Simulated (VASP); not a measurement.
Al12H: single point with PBE

The system is Al12H, a slab with vacuum.

```
Al H
1.0
     5.71430    0.00000    0.00000
    -2.85715    4.94873    0.00000
     0.00000    0.00000   21.60164
Al H
12 1
Cartesian
  1.4286 0.8248 4.0000
  0.0000 3.2992 4.0000
  4.2857 0.8248 4.0000
  2.8572 3.2992 4.0000
  0.0000 1.6496 6.3009
  -1.4286 4.1239 6.3009
  2.8572 1.6496 6.3009
  1.4286 4.1239 6.3009
  0.0000 0.0000 8.6016
  -1.4286 2.4744 8.6016
  2.8572 0.0000 8.6016
  1.4286 2.4744 8.6016
  3.8095 -2.1994 10.6716
```

```
Program             : VASP 6.6.1
Task                : single point
Functional          : PBE
Potentials or basis : VASP PAW PBE potentials, release 64 (Al, H)
Cutoff              : 520 eV
k mesh              : 6 × 6 × 1
Occupations         : gaussian, width 0.1 eV
Spin                : collinear spin
Starting moments    : [0.0, 0.0, 0.0, 0.0, 0.0, 0.0, 0.0, 0.0, 0.0, 0.0, 0.0, 0.0, 1.0] μB
```

| Property | Result |
| --- | --- |
| Largest force | 2.043 eV/Å |
| Net moment | 0.00 μB per cell |
| Valence electrons inside the program's atomic spheres | Al 0.77, 0.76, 0.78, 0.74 (each value once); H 0.43 |

Forces on the atoms (eV/Å):
```
Al   0.005 -0.082 -0.105
Al  -0.069  0.040 -0.042
Al  -0.024  0.014 -0.061
Al   0.073  0.036 -0.105
Al  -0.126 -0.077  0.098
Al  -0.039  0.022 -0.077
Al   0.167 -0.096 -0.032
Al   0.003  0.148  0.098
Al   0.064 -0.037 -0.045
Al  -0.093  0.016 -0.024
Al  -0.060  0.072 -0.024
Al  -0.224  0.129  2.026
H    0.323 -0.187 -1.707
```

Levels at points of the mesh, in eV from the Fermi level:
Spin up:
| k point | band 17 | band 18 | band 19 | band 20 | band 21 | band 22 |
| --- | --- | --- | --- | --- | --- | --- |
| (0.00, 0.00, 0.00) | -1.37 | -0.39 | -0.38 | -0.25 | -0.16 | -0.15 |
| (0.50, 0.00, 0.00) | -0.40 | -0.25 | -0.09 | 0.92 | 0.95 | 1.33 |
| (0.50, 0.50, 0.00) | -0.50 | -0.25 | -0.01 | 0.92 | 1.00 | 1.33 |
Spin down:
```
           k point  band 17  band 18  band 19  band 20  band 21  band 22
(0.00, 0.00, 0.00)    -1.37    -0.39    -0.38    -0.25    -0.16    -0.15
(0.50, 0.00, 0.00)    -0.40    -0.25    -0.09     0.92     0.95     1.33
(0.50, 0.50, 0.00)    -0.50    -0.25    -0.01     0.92     1.00     1.33
```

It took 14 min on 1 thread of Intel(R) Xeon(R) 6975P-C (Granite Rapids) (shared host), peak memory 1 GiB.
